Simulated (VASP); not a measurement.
Ir3Rh:

```
Ir Rh
1.0
     3.84034    0.00000    0.00000
     0.00000    3.84034    0.00000
     0.00000    0.00000    3.84034
Ir Rh
3 1
Direct
  0.50000 0.00000 0.50000
  0.00000 0.50000 0.50000
  0.50000 0.50000 0.00000
  0.00000 0.00000 0.00000
```

```yaml
Program: VASP 6.6.1
Task: relaxation of cell and atoms
Functional: LDA
Potentials_or_basis: VASP PAW LDA potentials, release 64 (Ir, Rh_pv)
Cutoff: 600 eV
k_mesh: 6 × 6 × 6
Occupations: fermi-dirac, width 0.05 eV
Spin: no spin polarisation
```

At the start: pressure -10.6 GPa; volume 14.16 Å³/atom.

**Question.** How do energy, volume and symmetry change on relaxing?

**Answer.** Over 4 steps the energy falls by 14.2 meV/atom and the volume is 13.75 Å³/atom (-2.9 %); space group Pm-3m (No. 221, to 0.1 Å) before and after.

Step by step:
```
step  energy change (eV)  largest force (eV/Å)  pressure (GPa)  volume (Å³)
   1              0.0000                0.0000          -10.60        56.64
   2              0.8171                0.0000           54.98        49.30
   3             -0.0566                0.0000           -0.52        55.06
   4             -0.0567                0.0000           -0.08        54.99
```

Final structure:
```
Ir Rh
1.0
     3.80279    0.00000    0.00000
     0.00000    3.80279    0.00000
     0.00000    0.00000    3.80279
Ir Rh
3 1
Direct
  0.50000 0.00000 0.50000
  0.00000 0.50000 0.50000
  0.50000 0.50000 0.00000
  0.00000 0.00000 0.00000
```
